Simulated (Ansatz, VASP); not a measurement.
## Two plane-wave programs on SiC

```
Si C
1.0
     3.07755    0.00000    0.00000
    -1.53878    2.66524    0.00000
     0.00000    0.00000   10.07672
Si C
4 4
Direct
  0.66667 0.33333 0.93784
  0.33333 0.66667 0.43784
  0.00000 0.00000 0.68789
  0.00000 0.00000 0.18789
  0.66667 0.33333 0.74980
  0.33333 0.66667 0.24980
  0.00000 0.00000 0.50047
  0.00000 0.00000 0.00047
```

Alike in both runs: task single point; functional r2SCAN; k mesh 9 × 9 × 2; no spin polarisation.

```csv
,VASP,Ansatz
version,VASP 6.6.1,Ansatz 0.2.0
potentials or method,"VASP PAW PBE potentials, release 64 (Si, C)","plane waves, PAW"
plane-wave cutoff (eV),520,500
occupations,"gaussian, width 0.01 eV",fixed
valence electrons in the cell,32,32
```

Ansatz gave:

```
gap on the k mesh at the Fermi level (eV) : 2.72
pressure (GPa)                            : 0.0
```

Task: Estimate VASP's values.

Result: gap on the k mesh at the Fermi level (eV): 2.73; pressure (GPa): -0.2.

VASP's potentials were made for PBE, not for r2SCAN.
